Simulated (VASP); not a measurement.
Input of a VASP 6.6.1 run:

File POSCAR:

```
Ge
1.0
   -2.4791465020      2.6330714371      1.4273027698
    2.4791465020     -2.6330714371      1.4273027698
    2.4791465020      2.6330714371     -1.4273027698
Ge
2
Direct
    0.3140570000      0.0640570000      0.2500000000
    0.6859430000      0.9359430000      0.7500000000
```

File INCAR.step1:

```
SYSTEM = Ge
PREC = Accurate
ENCUT = 520
ISMEAR = -1
SIGMA = 0.05
LREAL = .FALSE.
LASPH = .TRUE.
NELM = 100
NBANDS = 21
GGA = PE
ALGO = Normal
EDIFF = 1E-4
LWAVE = .TRUE.
LCHARG = .FALSE.
```

Contents of INCAR.step2:

```
SYSTEM = Ge
PREC = Accurate
ENCUT = 520
EDIFF = 1E-6
ISMEAR = -1
SIGMA = 0.05
LREAL = .FALSE.
LASPH = .TRUE.
NELM = 100
ALGO = Normal
ISIF = 2
LWAVE = .FALSE.
LCHARG = .FALSE.
METAGGA = R2SCAN
LMIXTAU = .TRUE.
NBANDS = 21
ISTART = 1
```

Contents of KPOINTS:

```
regular mesh
0
G
  11 11 11
  0 0 0
```

Potentials or basis: VASP PAW PBE potentials, release 64 (Ge_d).

Run with:

```sh
$ cat potpaw_PBE.64/Ge_d/POTCAR > POTCAR
$ cp INCAR.step1 INCAR
$ mpirun -np 1 vasp_std > vasp.out
$ cp INCAR.step2 INCAR
$ mpirun -np 1 vasp_std > vasp.out
```

(1) What does it give for the largest force?

(2) Predict the band gap on the k mesh.

(3) Estimate the pressure.

## Answers

(1) 0.086 eV/Å.

(2) zero (band 14 reaches 8.92 eV, above the bottom of band 15 at 3.28 eV).

(3) 0.0 GPa.

Caveat: the PAW data sets were made with another functional, which shifts forces and pressure a little.
